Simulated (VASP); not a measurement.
# CdPtC6N6 (Fm-3m) in VASP: further runs

The runs below take CdPtC6N6 through electric field gradients, with PBE, r2SCAN.

All numbers are computed with VASP 6.6.1; they aren't measurements. Logs are shortened: lines on timing, memory, paths and dates and some standing lists are left out, and cuts for length are marked.

**1. The cell of the first run**

Symmetry: Fm-3m, No. 225, cubic system. The conventional cell has a = 10.946 Å, b = 10.946 Å, c = 10.946 Å, α = 90.00°, β = 90.00°, γ = 90.00°. Within 3.1 Å of Cd (site symmetry m-3m) lie 6 N at 2.34 Å. Pt (site symmetry m-3m) has 6 C at 2.03 Å within 2.7 Å. C (site symmetry 4mm) has 1 N at 1.10 Å within 1.5 Å. Within 1.5 Å of N (site symmetry 4mm) lie 1 C at 1.10 Å.

**2. Electric field gradients, PBE**

The input, INCAR:

```
SYSTEM = CdPtC6N6
PREC = Accurate
ENCUT = 520
EDIFF = 1E-8
ISMEAR = -1
SIGMA = 0.05
LREAL = .False.
LASPH = .True.
NELM = 100
ALGO = Normal
ISIF = 2
LWAVE = .False.
LCHARG = .False.
GGA = PE
LEFG = .True.
NBANDS = 51
```

The input, KPOINTS:

```
regular mesh
0
Gamma
  5 5 5
  0 0 0
```

The input, POSCAR:

```
CdPtC6N6
1.0
    0.0000000000      5.4730500000      5.4730500000
    5.4730500000      0.0000000000      5.4730500000
    5.4730500000      5.4730500000      0.0000000000
Cd Pt C N
1 1 6 6
Direct
    0.5000000000      0.5000000000      0.5000000000
    0.0000000000      0.0000000000      0.0000000000
    0.8144000000      0.1856000000      0.8144000000
    0.8144000000      0.1856000000      0.1856000000
    0.1856000000      0.8144000000      0.1856000000
    0.1856000000      0.8144000000      0.8144000000
    0.8144000000      0.8144000000      0.1856000000
    0.1856000000      0.1856000000      0.8144000000
    0.7142000000      0.2858000000      0.7142000000
    0.7142000000      0.2858000000      0.2858000000
    0.2858000000      0.7142000000      0.2858000000
    0.2858000000      0.7142000000      0.7142000000
    0.7142000000      0.7142000000      0.2858000000
    0.2858000000      0.2858000000      0.7142000000
```

Potentials or basis: VASP PAW PBE potentials, release 64 (Cd, Pt, C, N).

Started as:

```
$ cat potpaw_PBE.64/Cd/POTCAR potpaw_PBE.64/Pt/POTCAR potpaw_PBE.64/C/POTCAR potpaw_PBE.64/N/POTCAR > POTCAR
$ mpirun -np 1 vasp_std > vasp.out
```

OUTCAR:

```text
SYSTEM = CdPtC6N6
   PREC = Accurate
   ENCUT = 520
   EDIFF = 1E-8
   ISMEAR = -1
   LREAL = .False.
   LASPH = .True.
   NELM = 100
   ISIF = 2
   GGA = PE

 ion  position               nearest neighbor table
   1  0.500  0.500  0.500-   9 2.34  10 2.34  11 2.34  12 2.34  13 2.34  14 2.34
   2  0.000  0.000  0.000-   3 2.03   4 2.03   5 2.03   6 2.03   7 2.03   8 2.03
   3  0.814  0.186  0.814-   9 1.10   2 2.03
   4  0.814  0.186  0.186-  10 1.10   2 2.03
   5  0.186  0.814  0.186-  11 1.10   2 2.03
   6  0.186  0.814  0.814-  12 1.10   2 2.03
   7  0.814  0.814  0.186-  13 1.10   2 2.03
   8  0.186  0.186  0.814-  14 1.10   2 2.03
   9  0.714  0.286  0.714-   3 1.10   1 2.34
  10  0.714  0.286  0.286-   4 1.10   1 2.34
  11  0.286  0.714  0.286-   5 1.10   1 2.34
  12  0.286  0.714  0.714-   6 1.10   1 2.34
  13  0.714  0.714  0.286-   7 1.10   1 2.34
  14  0.286  0.286  0.714-   8 1.10   1 2.34

  LATTYP: Found a face centered cubic cell.
 ALAT       =    10.9461000000

  Lattice vectors:

 A1 = (   0.0000000000,   5.4730500000,   5.4730500000)
 A2 = (   5.4730500000,   0.0000000000,   5.4730500000)
 A3 = (   5.4730500000,   5.4730500000,   0.0000000000)

Analysis of symmetry for initial positions (statically):
=====================================================================
 Subroutine PRICEL returns:
 Original cell was already a primitive cell.

 Routine SETGRP: Setting up the symmetry group for a
 face centered cubic supercell.

 Subroutine GETGRP returns: Found 48 space group operations
 (whereof 48 operations were pure point group operations)
 out of a pool of 48 trial point group operations.

The static configuration has the point symmetry O_h .

Analysis of symmetry for dynamics (positions and initial velocities):
=====================================================================
 Subroutine PRICEL returns:
 Original cell was already a primitive cell.

 Routine SETGRP: Setting up the symmetry group for a
 face centered cubic supercell.

 Subroutine GETGRP returns: Found 48 space group operations
 (whereof 48 operations were pure point group operations)
 out of a pool of 48 trial point group operations.

The dynamic configuration has the point symmetry O_h .

 Subroutine INISYM returns: Found 48 space group operations
 (whereof 48 operations are pure point group operations),
 and found     1 'primitive' translations

----------------------------------------------------------------------------------------

                                     Primitive cell

  volume of cell :     327.8825

  direct lattice vectors                    reciprocal lattice vectors
     0.000000000  5.473050000  5.473050000    -0.091356739  0.091356739  0.091356739
     5.473050000  0.000000000  5.473050000     0.091356739 -0.091356739  0.091356739
     5.473050000  5.473050000  0.000000000     0.091356739  0.091356739 -0.091356739

  length of vectors
     7.740061538  7.740061538  7.740061538     0.158234513  0.158234513  0.158234513

  position of ions in fractional coordinates (direct lattice)
     0.500000000  0.500000000  0.500000000
     0.000000000  0.000000000  0.000000000
     0.814400000  0.185600000  0.814400000
     0.814400000  0.185600000  0.185600000
     0.185600000  0.814400000  0.185600000
     0.185600000  0.814400000  0.814400000
     0.814400000  0.814400000  0.185600000
     0.185600000  0.185600000  0.814400000
     0.714200000  0.285800000  0.714200000
     0.714200000  0.285800000  0.285800000
     0.285800000  0.714200000  0.285800000
     0.285800000  0.714200000  0.714200000
     0.714200000  0.714200000  0.285800000
     0.285800000  0.285800000  0.714200000
[... 100 lines left out ...]
   LHFCALC =     F    Hartree Fock is set to
   AEXX    =    0.0000 exact exchange contribution
   IVDW    =     0    specifies the selected vdW correction
   LEPSILON=     F    determine dielectric tensor
   LRPA    =     F    only Hartree local field effects (RPA)
 non-spin polarized calculation
  energy-cutoff  :      520.00
  volume of cell :      327.88
 maximum number of plane-waves:      8864
 NGX is ok and might be reduce to    60
   NGX = 29   NGY = 29   NGZ = 29

 number of electron      76.0000003 magnetization

 Free energy of the ion-electron system (eV)
  ---------------------------------------------------
  ext. energy  EPLUGINS =         0.00000000
  ---------------------------------------------------
  free energy    TOTEN  =      -105.70988561 eV

  energy without entropy =     -105.70988561  energy(sigma->0) =     -105.70988561

 E-fermi :  -3.0329     XC(G=0):  -6.4149

 val. band max:       -4.2445758334   @ k =  -0.4000   0.2000   0.0000
 cond. band min:       1.2217997596   @ k =   0.4000   0.4000   0.0000
 fundamental gap:      5.4663755930
 Fermi energy:        -3.0329305053

 k-point     1 :       0.0000    0.0000    0.0000
  band No.  band energies     occupation
      1     -19.9989      2.00000
      2     -19.8721      2.00000
      3     -19.8721      2.00000
      4     -19.8721      2.00000
      5     -19.8465      2.00000
      6     -19.8465      2.00000
[... 519 lines left out ...]
     49       3.9183      0.00000
     50       4.1047      0.00000
 [bands above 50 left out]

------------------------ aborting loop because EDIFF is reached ----------------------------------------

  FORCE on cell =-STRESS in cart. coord.  units (eV):
  Direction    XX          YY          ZZ          XY          YZ          ZX
  --------------------------------------------------------------------------------------
  -------------------------------------------------------------------------------------
  Total       20.3161990     20.3161990     20.3161990      0.0000000      0.0000000     -0.0000000
  in kB       99.2738346     99.2738346     99.2738346      0.0000000      0.0000000     -0.0000000
  external PRESSURE =      99.2738346 kB  Pullay stress =       0.0000000 kB

 VOLUME and BASIS-vectors are now :
 -----------------------------------------------------------------------------
  energy-cutoff  :      520.00
  volume of cell :      327.88
      direct lattice vectors                 reciprocal lattice vectors
     0.000000000  5.473050000  5.473050000    -0.091356739  0.091356739  0.091356739
     5.473050000  0.000000000  5.473050000     0.091356739 -0.091356739  0.091356739
     5.473050000  5.473050000  0.000000000     0.091356739  0.091356739 -0.091356739

 POSITION                                       TOTAL-FORCE (eV/Angst)
 -----------------------------------------------------------------------------------
      5.47305      5.47305      5.47305        -0.000000      0.000000      0.000000
      0.00000      0.00000      0.00000        -0.000000      0.000000      0.000000
      5.47305      8.91450      5.47305        -0.000000     10.015434      0.000000
      2.03160      5.47305      5.47305       -10.015434      0.000000      0.000000
      5.47305      2.03160      5.47305        -0.000000    -10.015434      0.000000
      8.91450      5.47305      5.47305        10.015434      0.000000      0.000000
      5.47305      5.47305      8.91450        -0.000000      0.000000     10.015434
      5.47305      5.47305      2.03160        -0.000000      0.000000    -10.015434
      5.47305      7.81770      5.47305        -0.000000     -9.649839      0.000000
      3.12840      5.47305      5.47305         9.649839      0.000000      0.000000
      5.47305      3.12840      5.47305        -0.000000      9.649839      0.000000
      7.81770      5.47305      5.47305        -9.649839      0.000000      0.000000
      5.47305      5.47305      7.81770        -0.000000      0.000000     -9.649839
      5.47305      5.47305      3.12840        -0.000000      0.000000      9.649839
 -----------------------------------------------------------------------------------
    total drift:                                0.000000      0.000000      0.000000

  FREE ENERGIE OF THE ION-ELECTRON SYSTEM (eV)
  ---------------------------------------------------
  free  energy   TOTEN  =      -105.7098856099 eV

  energy  without entropy=     -105.7098856099  energy(sigma->0) =     -105.70988561

 Electric field gradients (V/A^2)
---------------------------------------------------------------------
 ion       V_xx      V_yy      V_zz      V_xy      V_xz      V_yz
---------------------------------------------------------------------
   1       0.000    -0.000    -0.000     0.002     0.002     0.002
   2       0.000     0.000    -0.000     0.001     0.001     0.001
   3      26.732   -53.464    26.732     0.000    -0.000     0.000
   4     -53.464    26.732    26.732     0.000     0.000    -0.000
   5      26.732   -53.464    26.732     0.000    -0.000     0.000
   6     -53.464    26.732    26.732     0.000     0.000    -0.000
   7      26.732    26.732   -53.464    -0.000     0.000     0.000
   8      26.732    26.732   -53.464    -0.000     0.000     0.000
   9      43.052   -86.104    43.052     0.000    -0.000     0.000
  10     -86.104    43.052    43.052     0.000     0.000    -0.000
  11      43.052   -86.104    43.052     0.000    -0.000     0.000
  12     -86.104    43.052    43.052     0.000     0.000    -0.000
  13      43.052    43.052   -86.104    -0.000     0.000     0.000
  14      43.052    43.052   -86.104    -0.000     0.000     0.000
---------------------------------------------------------------------

 Electric field gradients after diagonalization (V/A^2)
 (convention: |V_zz| > |V_xx| > |V_yy|)
----------------------------------------------------------------------
 ion       V_xx      V_yy      V_zz     asymmetry (V_yy - V_xx)/ V_zz
----------------------------------------------------------------------
   1      -0.002    -0.002     0.005       0.000
   2      -0.001    -0.001     0.001       0.000
   3      26.732    26.732   -53.464       0.000
   4      26.732    26.732   -53.464       0.000
   5      26.732    26.732   -53.464       0.000
   6      26.732    26.732   -53.464       0.000
   7      26.732    26.732   -53.464       0.000
   8      26.732    26.732   -53.464       0.000
   9      43.052    43.052   -86.104       0.000
  10      43.052    43.052   -86.104       0.000
  11      43.052    43.052   -86.104       0.000
  12      43.052    43.052   -86.104       0.000
  13      43.052    43.052   -86.104       0.000
  14      43.052    43.052   -86.104       0.000
----------------------------------------------------------------------

           NMR quadrupolar parameters

 Cq : quadrupolar parameter    Cq=e*Q*V_zz/h
 eta: asymmetry parameters     (V_yy - V_xx)/ V_zz
 Q  : nuclear electric quadrupole moment in mb (millibarn)
----------------------------------------------------------------------
 ion       Cq(MHz)       eta       Q (mb)
----------------------------------------------------------------------
   1       0.000       0.000       1.000
   2       0.000       0.000       1.000
   3      -0.129       0.000       1.000
   4      -0.129       0.000       1.000
   5      -0.129       0.000       1.000
   6      -0.129       0.000       1.000
   7      -0.129       0.000       1.000
   8      -0.129       0.000       1.000
   9      -0.208       0.000       1.000
  10      -0.208       0.000       1.000
  11      -0.208       0.000       1.000
  12      -0.208       0.000       1.000
  13      -0.208       0.000       1.000
  14      -0.208       0.000       1.000
----------------------------------------------------------------------
```

It took 7.2 min on 1 thread of Intel Xeon Platinum 8488C (Sapphire Rapids), shared host; peak memory 0.6 GiB.

What came out:

| Item | Value |
| --- | --- |
| Free energy | -105.7099 eV |
| Pressure | 9.9 GPa |
| Largest force | 10.015 eV/Å |
| Band gap on the k mesh | 5.47 eV (least direct gap 5.58 eV) |
| Largest electric field gradient by atom | Cd +0.0; Pt -0.0; C -53.5; N -86.1 V/Å² |

Forces in eV/Å, atoms in the order of the input:
```
Cd    0.000   0.000   0.000
Pt    0.000   0.000   0.000
C     0.000  10.015   0.000
C   -10.015   0.000   0.000
C     0.000 -10.015   0.000
C    10.015   0.000   0.000
C     0.000   0.000  10.015
C     0.000   0.000 -10.015
N     0.000  -9.650   0.000
N     9.650   0.000   0.000
N     0.000   9.650   0.000
N    -9.650   0.000   0.000
N     0.000   0.000  -9.650
N     0.000   0.000   9.650
```

Electric field gradients, principal values (V/Å²):
| atom | least | middle | greatest (by size) |
| --- | --- | --- | --- |
| 1 Cd | -0.002 | -0.002 | 0.005 |
| 2 Pt | -0.001 | -0.001 | 0.001 |
| 3 C | 26.732 | 26.732 | -53.464 |
| 4 C | 26.732 | 26.732 | -53.464 |
| 5 C | 26.732 | 26.732 | -53.464 |
| 6 C | 26.732 | 26.732 | -53.464 |
| 7 C | 26.732 | 26.732 | -53.464 |
| 8 C | 26.732 | 26.732 | -53.464 |
| 9 N | 43.052 | 43.052 | -86.104 |
| 10 N | 43.052 | 43.052 | -86.104 |
| 11 N | 43.052 | 43.052 | -86.104 |
| 12 N | 43.052 | 43.052 | -86.104 |
| 13 N | 43.052 | 43.052 | -86.104 |
| 14 N | 43.052 | 43.052 | -86.104 |

Caveat: the cell stands under pressure; without QUAD_EFG the Cq values of the log hold for a quadrupole moment of 1 mb, not for the nuclei; spin-orbit coupling is left out, which moves the levels of the heavy elements; an odd mesh through Γ misses points on the zone boundary, where band edges can lie; forces of over 1 eV/Å act on the atoms, so gaps and moduli don't describe the material at rest.

(Continued in part 2 of 2.)
